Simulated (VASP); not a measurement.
Runs of VASP 6.6.1 on W. The structure is that of space group Im-3m (No. 229), or close to it. The cells are those of the table. 

| task | cell | k mesh | cutoff (eV) | gap on the mesh (eV) | pressure (GPa) | relaxed volume (Å³/atom) |
| --- | --- | --- | --- | --- | --- | --- |
| relaxation of cell and atoms | relaxed from a = 2.773 Å, angles 109.5°, 1 atom | 8 × 8 × 8 | 600 | none | -0.1 | 15.82 |
| single point | a = 2.737 Å, angles 109.5°, 1 atom | 8 × 8 × 8 | 520 | none | (a) | - |
| single point | a = 2.773 Å, angles 109.5°, 1 atom | 8 × 8 × 8 | 520 | none | -11.0 | - |
| relaxation of cell and atoms | relaxed from a = 2.737 Å, angles 109.5°, 1 atom | 18 × 18 × 18 | 600 | none | 0.0 | (b) |
| single point | a = 2.736 Å, angles 109.5°, 1 atom | 18 × 18 × 18 | 520 | none | 0.5 | - |

Alike in all rows: level PBE+D3(BJ); potentials or basis VASP PAW PBE potentials, release 64 (W_sv); no spin polarisation; smearing gaussian 0.1 eV.

Q: Fill in the values left out.

A: (a) 0.7; (b) 15.80.

Caveats: spin-orbit coupling is left out, which moves the levels of the heavy elements; pairwise dispersion overbinds metals, which lowers pressure and volume.

A k mesh can miss the band edges, and the runs leave out spin-orbit coupling on W.

A gap of «none» marks levels without a gap at the run's occupations.
